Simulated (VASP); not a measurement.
## CdH2: single point with PBE

CdH2:

```
Cd H
1.0
     3.16336    0.00000    0.00000
     0.00000    3.16336    0.00000
     0.00000    0.00000    3.70803
Cd H
1 2
Direct
  0.00000 0.00000 0.50000
  0.50000 0.50000 0.50000
  0.00000 0.00000 0.00000
```

- Program: VASP 6.6.1
- Task: single point
- Functional: PBE
- Potentials or basis: VASP PAW PBE potentials, release 64 (Cd, H)
- Cutoff: 520 eV
- k mesh: 14 × 14 × 12
- Occupations: gaussian, width 0.1 eV
- Spin: no spin polarisation
- Dipole correction: no
- Further INCAR settings: ALGO = Normal; EDIFF = 1e-06; NBANDS = 14

| Property | Result |
| --- | --- |
| Pressure | 0.3 GPa |
| Band gap on the k mesh | zero (band 7 reaches 1.57 eV, above the bottom of band 8 at -0.35 eV) |

Stress tensor (GPa, compression positive):
```
0.13 0.00 0.00
0.00 0.13 0.00
0.00 0.00 0.51
```

Levels at points of the mesh, in eV from the Fermi level:
| k point | band 3 | band 4 | band 5 | band 6 | band 7 | band 8 | band 9 | band 10 | band 11 | band 12 |
| --- | --- | --- | --- | --- | --- | --- | --- | --- | --- | --- |
| (0.00, 0.00, 0.00) | -8.58 | -8.24 | -8.24 | -8.18 | 1.11 | 4.51 | 8.27 | 8.27 | 9.34 | 11.75 |
| (0.50, 0.00, 0.00) | -8.56 | -8.49 | -8.21 | -4.66 | -4.35 | 6.08 | 6.46 | 7.46 | 11.19 | 11.65 |
| (0.50, 0.50, 0.00) | -8.50 | -8.50 | -7.92 | -2.17 | -0.59 | 1.21 | 1.21 | 10.05 | 10.19 | 12.38 |
| (0.00, 0.00, 0.50) | -8.32 | -8.32 | -8.18 | -6.07 | -4.99 | 6.32 | 7.56 | 9.90 | 9.90 | 13.97 |
| (0.50, 0.00, 0.50) | -8.48 | -8.28 | -8.19 | -4.06 | -3.70 | -0.81 | 4.46 | 9.70 | 11.86 | 14.08 |
| (0.50, 0.50, 0.50) | -8.65 | -8.26 | -7.91 | -2.70 | -0.26 | 2.63 | 2.63 | 3.32 | 7.63 | 7.69 |

Wall time 3.1 min on 1 thread of AMD EPYC 7R13, on a shared host, peak memory 0.21 GiB.
